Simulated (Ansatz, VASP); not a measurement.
One calculation of NbTe, two programs

File INCAR:

```
SYSTEM = NbTe
ALGO = Normal
EDIFF = 1E-7
ENCUT = 520
GGA = CA
ISIF = 2
ISMEAR = -1
LASPH = .TRUE.
LCHARG = .FALSE.
LDAU = .TRUE.
LDAUJ = 0 0
LDAUL = -1 2
LDAUPRINT = 1
LDAUTYPE = 2
LDAUU = 0 6
LMAXMIX = 4
LREAL = .FALSE.
LWAVE = .FALSE.
NBANDS = 16
NELM = 150
PREC = Accurate
SIGMA = 0.05
```

Contents of KPOINTS:

```
k-points
0
G
  8 8 7
  0 0 0
```

Contents of POSCAR:

```
NbTe
1.0
    3.7029743866      0.0000000000      0.0000000000
   -1.8514871933      3.2068698884      0.0000000000
    0.0000000000      0.0000000000      3.6942110000
Te Nb
1 1
Direct
    0.6666666667      0.3333333333      0.0000000000
    0.0000000000      0.0000000000      0.5000000000
```

File input.yaml:

```yaml
crystal:
  lattice:
    - [3.7029743866, 0.0, 0.0]
    - [-1.8514871933, 3.2068698884, 0.0]
    - [0.0, 0.0, 3.694211]
  atoms:
    - { symbol: Te, position: [0.6666666667, 0.3333333333, 0.0] }
    - { symbol: Nb, position: [0.0, 0.0, 0.5] }
hamiltonian:
  xc: lda
  pseudopotentials: { kind: paw }
  hubbard: { sites: [{ species: Nb, l: d, u_eff: 6.0 }] }
kpoints:
  mp_grid: { grid: [8, 8, 7] }
  band_path:
    path:
      - [[0.0, 0.0, 0.0], [0.5, 0.0, 0.0], [0.3333333333, 0.3333333333, 0.0], [0.0, 0.0, 0.0], [0.0, 0.0, 0.5], [0.5, 0.0, 0.5], [0.3333333333, 0.3333333333, 0.5], [0.0, 0.0, 0.5]]
      - [[0.5, 0.0, 0.5], [0.5, 0.0, 0.0]]
      - [[0.3333333333, 0.3333333333, 0.0], [0.3333333333, 0.3333333333, 0.5]]
    npoints: 14
scf:
  occupations: { method: fermi_dirac, width: 0.05 }
  n_extra_bands: 6
output:
  forces: true
  stress: true
  eigenvalues: true
  fatbands: false
```

Alike in both runs: functional LDA; k mesh 8 × 8 × 7; occupations fermi-dirac, width 0.05 eV; no spin polarisation; Hubbard terms Nb d U = 6.0 eV.

|  | VASP | Ansatz |
| --- | --- | --- |
| version | VASP 6.6.1 | Ansatz 0.2.0 |
| potentials or method | VASP PAW LDA potentials, release 64 (Te, Nb_sv) | Ansatz PAW |
| plane-wave cutoff (eV) | 520 | 420 |
| valence electrons in the cell | 19 | 29 |
| task | single point | band structure |

```csv
,VASP,Ansatz,Ansatz less VASP
gap on the k mesh at the Fermi level (eV),none,none,-
pressure (GPa),-2.4,-3.2,-0.77
"traceless stress, the component that is largest in VASP (GPa)",1.25,-0.67,-1.924
```

LDA's correlation is that of Perdew and Zunger in VASP and of Perdew and Wang (1992) in Ansatz. The programs project onto different local orbitals, so the same U acts differently, and such runs can settle in different states. A gap of «none» marks a metal or a gap that the smearing closes. VASP's potentials hold 19 valence electrons a cell and Ansatz's 29, so a difference there can come from the potentials and not from the codes.

Spin-orbit coupling is off throughout.
